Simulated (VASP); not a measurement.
# MgB2 (P6/mmm) in VASP: single point with PBE+D3(BJ)

Aim: the single point of MgB2 with PBE+D3(BJ).

All numbers are computed with VASP 6.6.1; they aren't measurements. Logs are shortened: lines on timing, memory, paths and dates and some standing lists are left out, and cuts for length are marked.

**1. The cell of the first run**

Symmetry: P6/mmm, No. 191, hexagonal system. Conventional cell: a = 3.063 Å, b = 3.063 Å, c = 3.521 Å, α = 90.00°, β = 90.00°, γ = 120.00°. Within 3.3 Å of Mg (site symmetry 6/mmm) lie 12 B at 2.50 Å and 6 Mg at 3.06 Å. Within 2.3 Å of B (site symmetry -6m2) lie 3 B at 1.77 Å.

**2. Single point, PBE+D3(BJ)**

INCAR

```
SYSTEM = MgB2
  PREC = Accurate
  ENCUT = 600
  EDIFF = 1E-6
  ISMEAR = 0
  SIGMA = 0.1
  LREAL = .FALSE.
  LASPH = .TRUE.
  NELM = 120
  ALGO = Normal
  ISIF = 2
  LWAVE = .FALSE.
  LCHARG = .FALSE.
  GGA = PE
  IVDW = 12
  NBANDS = 11
  GGA_COMPAT = .FALSE.
```

KPOINTS

```
Automatic mesh
0
G
  6 6 6
  0 0 0
```

POSCAR

```
MgB2
1.0
    3.0627620200      0.0000000000      0.0000000000
   -1.5313810100      2.6524298200      0.0000000000
    0.0000000000      0.0000000000      3.5208704500
Mg B
1 2
Direct
    0.0000000000      0.0000000000      0.0000000000
    0.6666666900      0.3333333400      0.5000000000
    0.3333333400      0.6666666900      0.5000000000
```

Potentials or basis: VASP PAW PBE potentials, release 64 (Mg, B).

On the command line:

```bash
cat potpaw_PBE.64/Mg/POTCAR potpaw_PBE.64/B/POTCAR > POTCAR
mpirun -np 1 vasp_std > vasp.out
```

OUTCAR:

```text
SYSTEM = MgB2
   PREC = Accurate
   ENCUT = 600
   EDIFF = 1E-6
   ISMEAR = 0
   LREAL = .FALSE.
   LASPH = .TRUE.
   NELM = 120
   ISIF = 2
   GGA = PE
   IVDW = 12
 IVDW          = 12

 ion  position               nearest neighbor table
   1  0.000  0.000  0.000-   3 2.50   3 2.50   2 2.50   2 2.50   3 2.50   3 2.50   2 2.50   2 2.50
                             2 2.50   2 2.50   3 2.50   3 2.50
   2  0.667  0.333  0.500-   3 1.77   3 1.77   3 1.77   1 2.50   1 2.50   1 2.50   1 2.50   1 2.50
                             1 2.50
   3  0.333  0.667  0.500-   2 1.77   2 1.77   2 1.77   1 2.50   1 2.50   1 2.50   1 2.50   1 2.50
                             1 2.50

  LATTYP: Found a hexagonal cell.
 ALAT       =     3.0627620200
 C/A-ratio  =     1.1495736290

  Lattice vectors:

 A1 = (   3.0627620200,   0.0000000000,   0.0000000000)
 A2 = (  -1.5313810100,   2.6524298200,   0.0000000000)
 A3 = (   0.0000000000,   0.0000000000,   3.5208704500)

Analysis of symmetry for initial positions (statically):
=====================================================================
 Subroutine PRICEL returns:
 Original cell was already a primitive cell.

 Routine SETGRP: Setting up the symmetry group for a
 hexagonal supercell.

 Subroutine GETGRP returns: Found 24 space group operations
 (whereof 24 operations were pure point group operations)
 out of a pool of 24 trial point group operations.

The static configuration has the point symmetry D_6h.

Analysis of symmetry for dynamics (positions and initial velocities):
=====================================================================
 Subroutine PRICEL returns:
 Original cell was already a primitive cell.

 Routine SETGRP: Setting up the symmetry group for a
 hexagonal supercell.

 Subroutine GETGRP returns: Found 24 space group operations
 (whereof 24 operations were pure point group operations)
 out of a pool of 24 trial point group operations.

The dynamic configuration has the point symmetry D_6h.

 Subroutine INISYM returns: Found 24 space group operations
 (whereof 24 operations are pure point group operations),
 and found     1 'primitive' translations

----------------------------------------------------------------------------------------

                                     Primitive cell

  volume of cell :      28.6027

  direct lattice vectors                    reciprocal lattice vectors
     3.062762020  0.000000000  0.000000000     0.326502677  0.188506401  0.000000000
    -1.531381010  2.652429820  0.000000000     0.000000000  0.377012803  0.000000000
     0.000000000  0.000000000  3.520870450     0.000000000  0.000000000  0.284020674

  length of vectors
     3.062762020  3.062762111  3.520870450     0.377012814  0.377012803  0.284020674

  position of ions in fractional coordinates (direct lattice)
     0.000000000  0.000000000  0.000000000
     0.666666690  0.333333340  0.500000000
     0.333333340  0.666666690  0.500000000

  ion indices of the primitive-cell ions
   primitive index   ion index
                 1           1
                 2           2
                 3           3

----------------------------------------------------------------------------------------

 KPOINTS: Automatic mesh

Automatic generation of k-mesh.
 Grid dimensions read from file:
 generate k-points for:    6    6    6

 Generating k-lattice:

  Cartesian coordinates                     Fractional coordinates (reciprocal lattice)
     0.054417113  0.031417734  0.000000000     0.166666667  0.000000000  0.000000000
     0.000000000  0.062835467  0.000000000     0.000000000  0.166666667  0.000000000
     0.000000000  0.000000000  0.047336779     0.000000000  0.000000000  0.166666667

  Length of vectors
     0.062835469  0.062835467  0.047336779

  Shift w.r.t. Gamma in fractional coordinates (k-lattice)
     0.000000000  0.000000000  0.000000000

 Subroutine IBZKPT returns following result:
 ===========================================

 Found     28 irreducible k-points:

 Following reciprocal coordinates:
            Coordinates               Weight
  0.000000  0.000000  0.000000      1.000000
  0.166667  0.000000  0.000000      6.000000
  0.333333 -0.000000  0.000000      6.000000
  0.500000  0.000000  0.000000      3.000000
  0.166667  0.166667  0.000000      6.000000
  0.333333  0.166667  0.000000     12.000000
[... 16 lines left out ...]
  0.166667  0.000000  0.500000      6.000000
  0.333333 -0.000000  0.500000      6.000000
 [... further k-points ...]
   k-points           NKPTS =     28   k-points in BZ     NKDIM =     28   number of bands    NBANDS=     11
   number of dos      NEDOS =    301   number of ions     NIONS =      3
   total plane-waves  NPLWV =  16128
   dimension x,y,z NGX =    24 NGY =   24 NGZ =   28
   dimension x,y,z NGXF=    48 NGYF=   48 NGZF=   56
   ions per type =               1   2
   NGX,Y,Z   is equivalent  to a cutoff of  13.03, 13.03, 13.22 a.u.
   NGXF,Y,Z  is equivalent  to a cutoff of  26.05, 26.05, 26.44 a.u.
 SYSTEM =  MgB2
   PREC   = accura    normal or accurate (medium, high low for compatibility)
   ISTART =      0    job   : 0-new  1-cont  2-samecut
   ICHARG =      2    charge: 1-file 2-atom 10-const
   ISPIN  =      1    spin polarized calculation?
   LNONCOLLINEAR =      F non collinear calculations
   LSORBIT =      F    spin-orbit coupling
   LASPH  =      T    aspherical Exc in radial PAW
   ENCUT  =  600.0 eV  44.10 Ry    6.64 a.u.   6.12  6.12  7.03*2*pi/ulx,y,z
   NELM   =    120;   NELMIN=  2; NELMDL= -5     # of ELM steps
   EDIFF  = 0.1E-05   stopping-criterion for ELM
   LREAL  =      F    real-space projection
   EDIFFG = 0.1E-04   stopping-criterion for IOM
   NSW    =      0    number of steps for IOM
   IBRION =     -1    ionic relax: 0-MD 1-quasi-New 2-CG
   NFREE  =      0    steps in history (QN), initial steepest desc. (CG)
   ISIF   =      2    stress and relaxation
   ISYM   =      2    0-nonsym 1-usesym 2-fastsym
   POTIM  = 0.5000    time-step for ionic-motion
   TEBEG  =    0.0;   TEEND  =   0.0 temperature during run
   PSTRESS=    0.0 pullay stress
   NELECT =       8.0000    total number of electrons
   NUPDOWN=      -1.0000    fix difference up-down
   EMIN   =  10.00;   EMAX   =-10.00  energy-range for DOS
   EFERMI =   0.00;   METHOD = LEGACY
   ISMEAR =     0;   SIGMA  =   0.10  broadening in eV -4-tet -1-fermi 0-gaus
   EFERMI_NEDOS =   21; number of points for ismear=-14 and -15
   IALGO  =     38    algorithm
   IMIX   =      4    mixing-type and parameters
     AMIX     =   0.40;   BMIX     =  1.00
     AMIX_MAG =   1.60;   BMIX_MAG =  1.00
  volume/ion in A,a.u.               =       9.53        64.34
  Fermi-wavevector in a.u.,A,eV,Ry     =   1.070621  2.023180 15.595397  1.146229
  Thomas-Fermi vector in A             =   2.206337
   LORBIT       =      0    0 simple, 1 ext, 2 COOP (PROOUT), +10 PAW based schemes
   GGA     = PE    functional components
   LHFCALC =     F    Hartree Fock is set to
   AEXX    =    0.0000 exact exchange contribution
   IVDW    =    12    specifies the selected vdW correction
   LEPSILON=     F    determine dielectric tensor
   LRPA    =     F    only Hartree local field effects (RPA)
 non-spin polarized calculation
 Gauss-broadening in eV      SIGMA  =   0.10
  energy-cutoff  :      600.00
  volume of cell :       28.60
 maximum number of plane-waves:       972
   NGX = 13   NGY = 13   NGZ = 15

 number of electron       8.0000000 magnetization

 Free energy of the ion-electron system (eV)
  ---------------------------------------------------
  ext. energy  EPLUGINS =         0.00000000
  ---------------------------------------------------
  free energy    TOTEN  =       -15.32962541 eV

  energy without entropy =      -15.32632610  energy(sigma->0) =      -15.32797576

 E-fermi :   5.4103     XC(G=0): -10.9650

 val. band max:        5.2234018243   @ k =   0.1667   0.0000   0.5000
 cond. band min:       5.4110067385   @ k =   0.3333   0.1667   0.0000
 fundamental gap:      0.1876049142
 Fermi energy:         5.4102667280

 k-point     1 :       0.0000    0.0000    0.0000
  band No.  band energies     occupation
      1      -7.1179      2.00000
      2       2.3475      2.00000
      3       5.8118      0.00000
      4       5.8119      0.00000
      5       6.9441      0.00000
      6      11.8339      0.00000
      7      11.8339      0.00000
      8      13.7278      0.00000
      9      15.4937      0.00000
     10      18.2954      0.00000
     11      21.6064      0.00000

 k-point     2 :       0.1667    0.0000    0.0000
  band No.  band energies     occupation
      1      -6.6305      2.00000
      2       2.8229      2.00000
      3       3.7495      2.00000
      4       4.8878      2.00000
      5       7.3922      0.00000
      6      11.3637      0.00000
      7      13.7374      0.00000
      8      13.8704      0.00000
      9      14.5901      0.00000
     10      20.0915      0.00000
     11      20.4287      0.00000

 k-point     3 :       0.3333   -0.0000    0.0000
  band No.  band energies     occupation
      1      -5.1929      2.00000
      2       0.2957      2.00000
      3       3.6904      2.00000
      4       4.1826      2.00000
      5       8.5996      0.00000
      6      10.5025      0.00000
      7      10.6170      0.00000
      8      14.0858      0.00000
      9      17.5751      0.00000
     10      18.6506      0.00000
     11      19.9034      0.00000
[... 267 lines left out ...]
 k-point    23 :       0.1667    0.0000    0.5000
  band No.  band energies     occupation
      1      -5.3936      2.00000
      2      -1.5931      2.00000
      3       4.2909      2.00000
      4       5.2234      1.99177
      5      10.6558      0.00000
      6      12.0250      0.00000
      7      14.1092      0.00000
      8      15.6549      0.00000
      9      16.1400      0.00000
     10      16.6652      0.00000
     11      16.9965      0.00000

 k-point    24 :       0.3333   -0.0000    0.5000
  band No.  band energies     occupation
      1      -4.0763      2.00000
      2       0.0049      2.00000
      3       1.0471      2.00000
      4       3.9880      2.00000
      5       6.6812      0.00000
      6      11.4887      0.00000
      7      14.8384      0.00000
      8      14.9138      0.00000
      9      17.2589      0.00000
     10      18.1434      0.00000
     11      19.1316      0.00000

 [... further k-points ...]

------------------------ aborting loop because EDIFF is reached ----------------------------------------

 Edisp (eV)   -0.85988

 E8    (eV) :    -0.3326

  FORCE on cell =-STRESS in cart. coord.  units (eV):
  Direction    XX          YY          ZZ          XY          YZ          ZX
  --------------------------------------------------------------------------------------
  -------------------------------------------------------------------------------------
  Total      -0.33527    -0.33527    -1.19260     0.00000     0.00000     0.00000
  in kB     -18.78028   -18.78028   -66.80336     0.00000     0.00000     0.00000
  external pressure =      -34.79 kB  Pullay stress =        0.00 kB

 VOLUME and BASIS-vectors are now :
 -----------------------------------------------------------------------------
  energy-cutoff  :      600.00
  volume of cell :       28.60
      direct lattice vectors                 reciprocal lattice vectors
     3.062762020  0.000000000  0.000000000     0.326502677  0.188506401  0.000000000
    -1.531381010  2.652429820  0.000000000     0.000000000  0.377012803  0.000000000
     0.000000000  0.000000000  3.520870450     0.000000000  0.000000000  0.284020674

 POSITION                                       TOTAL-FORCE (eV/Angst)
 -----------------------------------------------------------------------------------
      0.00000      0.00000      0.00000        -0.000000      0.000000      0.000000
      1.53138      0.88414      1.76044        -0.000000     -0.000000      0.000000
     -0.00000      1.76829      1.76044         0.000000     -0.000000      0.000000
 -----------------------------------------------------------------------------------
    total drift:                               -0.000003     -0.000005     -0.000000

  FREE ENERGIE OF THE ION-ELECTRON SYSTEM (eV)
  ---------------------------------------------------
  free  energy   TOTEN  =       -16.1895027565 eV

  energy  without entropy=      -16.1862034417  energy(sigma->0) =      -16.18785310
```

It took 3.7 s on 1 thread of Intel Xeon 6975P-C (Granite Rapids), shared host; peak memory 0.15 GiB.

What came out:

```
Free energy                : -16.1895 eV
Pressure                   : -3.5 GPa
Band gap on the k mesh     : zero (band 4 reaches 7.16 eV, above the bottom of band 5 at 3.34 eV)
Dispersion energy per atom : -0.287 eV
```

Levels at points of the mesh, in eV from the Fermi level:
| k point | band 2 | band 3 | band 4 | band 5 | band 6 | band 7 |
| --- | --- | --- | --- | --- | --- | --- |
| (0.00, 0.00, 0.00) | -3.06 | 0.40 | 0.40 | 1.53 | 6.42 | 6.42 |
| (0.50, 0.00, 0.00) | -7.89 | -2.17 | 0.14 | 3.05 | 3.93 | 5.26 |
| (0.00, 0.00, 0.50) | -7.56 | 0.78 | 0.78 | 6.74 | 6.74 | 8.08 |
| (0.50, 0.00, 0.50) | -6.98 | -3.64 | -1.89 | -1.34 | 5.84 | 8.88 |

Caveat: the k points lie up to 0.39 Å⁻¹ apart; pairwise dispersion overbinds metals, which lowers pressure and volume.
